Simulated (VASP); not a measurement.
The system is TiC.

```xyz
2
Lattice="0.0000 2.1657 2.1657 2.1657 0.0000 2.1657 2.1657 2.1657 0.0000" Properties=species:S:1:pos:R:3 pbc="T T T"
Ti    0.0000    0.0000    0.0000
C     2.1657    2.1657    2.1657
```

| Quantity | Value |
| --- | --- |
| Program | VASP 6.6.1 |
| Task | relaxation of cell and atoms |
| Functional | RPBE |
| Dispersion | D3(BJ) |
| Potentials or basis | VASP PAW PBE potentials, release 64 (Ti_sv, C) |
| Cutoff | 600 eV |
| k mesh | 11 × 11 × 11 |
| Occupations | fermi-dirac, width 0.05 eV |
| Spin | no spin polarisation |

At the start: pressure -35.5 GPa; volume 10.16 Å³/atom.

Problem. Where does the relaxation end?

Solution. Over 7 steps the energy falls by 159.0 meV/atom and the volume is 8.87 Å³/atom (-12.7 %); space group Fm-3m (No. 225, to 0.05 Å).

The path:
```
step  energy change (eV)  largest force (eV/Å)  pressure (GPa)  volume (Å³)
   1              0.0000                0.0000          -35.48        20.32
   2              0.6159                0.0000          105.26        14.39
   3             -0.3166                0.0000           -2.75        17.89
   4             -0.3179                0.0000           -0.62        17.77
   5             -0.3179                0.0000            0.40        17.73
   6             -0.3179                0.0000           -0.60        17.78
   7             -0.3179                0.0000            0.02        17.74
```

Final structure:
```
Ti C
1.0
     0.00000    2.07019    2.07019
     2.07019    0.00000    2.07019
     2.07019    2.07019    0.00000
Ti C
1 1
Direct
  0.00000 0.00000 0.00000
  0.50000 0.50000 0.50000
```

Caveat: the PAW data sets were made with another functional, which shifts forces and pressure a little; pairwise dispersion overbinds metals, which lowers pressure and volume.
